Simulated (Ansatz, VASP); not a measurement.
**Pd in VASP and in Ansatz**

POSCAR

```
Pd
1.0
   -1.5544832788      1.5544832788      1.5544832788
    1.5544832788     -1.5544832788      1.5544832788
    1.5544832788      1.5544832788     -1.5544832788
Pd
1
Direct
    0.0000000000      0.0000000000      0.0000000000
```

INCAR.step1

```
PREC = Accurate ; ENCUT = 520
ISMEAR = 0 ; SIGMA = 0.05
LREAL = F ; LASPH = T
NELM = 100 ; NBANDS = 11
GGA = PE ; ALGO = Normal
EDIFF = 1E-4 ; LWAVE = T
LCHARG = F
```

INCAR.step2

```
PREC = Accurate ; ENCUT = 520
EDIFF = 1E-7 ; ISMEAR = 0
SIGMA = 0.05 ; LREAL = F
LASPH = T ; NELM = 100
ALGO = Normal ; ISIF = 2
LWAVE = F ; LCHARG = T
METAGGA = R2SCAN ; LMIXTAU = T
LELF = T ; LVHAR = T
NBANDS = 11 ; ISTART = 1
```

Contents of KPOINTS:

```
regular mesh
0
Gamma
  18 18 18
```

Input for Ansatz:

```yaml
crystal:
  lattice:
    - [-1.5544832788, 1.5544832788, 1.5544832788]
    - [1.5544832788, -1.5544832788, 1.5544832788]
    - [1.5544832788, 1.5544832788, -1.5544832788]
  atoms:
    - { symbol: Pd, position: [0.0, 0.0, 0.0] }
basis:
  ecutwfc: 500
  ecutrho_ratio: 4
kpoints:
  mp_grid: { grid: [18, 18, 18] }
  band_path:
    path:
      - [[0.0, 0.0, 0.0], [0.5, -0.5, 0.5], [0.0, 0.0, 0.5], [0.0, 0.0, 0.0], [0.25, 0.25, 0.25], [0.5, -0.5, 0.5]]
      - [[0.25, 0.25, 0.25], [0.0, 0.0, 0.5]]
    npoints: 14
hamiltonian:
  xc: r2scan
scf:
  occupations: { method: gaussian, width: 0.05 }
output:
  forces: true
  stress: true
  eigenvalues: true
  populations: true
  dos: { projected: true, de: 0.02, nscf_kmesh: { grid: [27, 27, 27] } }
  bader: true
```

Alike in both runs: task single point; functional r2SCAN; k mesh 18 × 18 × 18; occupations gaussian, width 0.05 eV; no spin polarisation.

|  | VASP | Ansatz |
| --- | --- | --- |
| version | VASP 6.6.1 | Ansatz 0.2.0 |
| potentials or method | VASP PAW PBE potentials, release 64 (Pd), cutoff 520 eV | scalar-relativistic, plane waves, PAW |
| valence electrons in the cell | 10 | 18 |

```csv
,VASP,Ansatz,Ansatz less VASP
pressure (GPa),0.6,0.0,-0.59
```

VASP's potentials were made for PBE, not for r2SCAN. With one functional, cell and mesh, what is left measures potentials, basis and numerics. VASP's potentials hold 10 valence electrons a cell and Ansatz's 18, so a difference there can come from the potentials and not from the codes.
